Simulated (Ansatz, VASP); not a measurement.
# One calculation of ZrC, two programs

```xyz
2
Lattice="0.0000 2.3267 2.3502 2.3267 0.0000 2.3502 2.3267 2.3267 0.0000" Properties=species:S:1:pos:R:3 pbc="T T T"
Zr    2.3267    2.3267    2.3502
C     0.0000    0.0000    0.0000
```

Change from the starting cell: equal xx and yy strain of -1 %.

Alike in both runs: task single point; functional PBE; k mesh 15 × 15 × 15; occupations fermi-dirac, width 0.05 eV; no spin polarisation.

|  | VASP | Ansatz |
| --- | --- | --- |
| version | VASP 6.6.1 | Ansatz 0.2.0 |
| potentials or method | VASP PAW PBE potentials, release 64 (Zr_sv, C), cutoff 520 eV | all-electron LAPW, scalar-relativistic |

|  | VASP | Ansatz | Ansatz less VASP |
| --- | --- | --- | --- |
| pressure (GPa) | 6.2 | 6.0 | -0.20 |
| traceless stress, the component that is largest in VASP (GPa) | -2.63 | -2.62 | +0.013 |

Ansatz ran all-electron here, and VASP with PAW potentials.
